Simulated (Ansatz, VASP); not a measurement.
**P in VASP and in Ansatz**

```
P
1.0
     4.27290    0.00000   -0.21365
     0.00000    4.27290    0.00000
    -0.21890    0.00000    4.37800
P
1
Direct
  0.00000 0.00000 0.00000
```

Change from the starting cell: strain -0.1000 x Voigt [0, 0, 0, 0, 1, 0], atoms carried along.

Alike in both runs: task single point; functional PBE; dispersion D3(BJ); k mesh 12 × 12 × 12; occupations gaussian, width 0.15 eV; no spin polarisation.

|  | VASP | Ansatz |
| --- | --- | --- |
| version | VASP 6.6.1 | Ansatz 0.2.0 |
| potentials or method | VASP PAW PBE potentials, release 64 (P), cutoff 520 eV | scalar-relativistic, plane waves, PAW |
| valence electrons in the cell | 5 | 5 |

```csv
,VASP,Ansatz,Ansatz less VASP
gap on the k mesh at the Fermi level (eV),none,none,-
pressure (GPa),-3.8,-3.8,+0.01
"traceless stress, the component that is largest in VASP (GPa)",0.37,0.37,0.000
```

A gap of «none» marks a metal or a gap that the smearing closes.
